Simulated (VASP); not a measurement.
A run of VASP 6.6.1 is set up as follows.

File INCAR:

```
SYSTEM = Si3Ru
PREC     = Accurate       ! precision mode
ENCUT    = 520            ! plane-wave cutoff, eV
EDIFF    = 1E-7           ! SCF threshold, eV
ISMEAR   = 0              ! smearing method
SIGMA    = 0.1            ! smearing width, eV
LREAL    = .False.        ! projectors in reciprocal space
LASPH    = .True.         ! aspherical terms in the spheres
NELM     = 100            ! most SCF steps
ALGO     = Normal         ! electronic algorithm
ISIF     = 2              ! what is computed and relaxed
LWAVE    = .False.        ! write WAVECAR
LCHARG   = .True.         ! write CHGCAR
GGA      = PE             ! functional
LELF     = .True.         ! ELF
LVHAR    = .True.       
NBANDS   = 21             ! bands
```

The input KPOINTS:

```
regular mesh
0
Gamma
  8 8 2
  0 0 0
```

POSCAR

```
Si3Ru
1.0
    2.0207217817     -2.0220450689      0.0000000000
    2.0207217817      2.0220450689      0.0000000000
    0.0000000000      0.0000000000      6.9233021705
Si Ru
3 1
Direct
    0.5000000000      0.5000000000      0.7813752587
    0.0000000000      0.0000000000      0.5000000000
    0.5000000000      0.5000000000      0.2186247413
    0.0000000000      0.0000000000      0.0000000000
```

Potentials or basis: VASP PAW PBE potentials, release 64 (Si, Ru_pv).

Run with:

```sh
$ cat potpaw_PBE.64/Si/POTCAR potpaw_PBE.64/Ru_pv/POTCAR > POTCAR
$ mpirun -np 1 vasp_std > vasp.out
```

Estimate the band gap on the k mesh.

zero (band 13 reaches 14.55 eV, above the bottom of band 14 at 9.55 eV).

Estimate the pressure.

0.0 GPa.

Stress tensor (GPa, compression positive):
```
 0.15  0.00  0.00
 0.00  0.01  0.00
 0.00  0.00 -0.05
```

Caveat: the k points lie up to 0.45 Å⁻¹ apart.
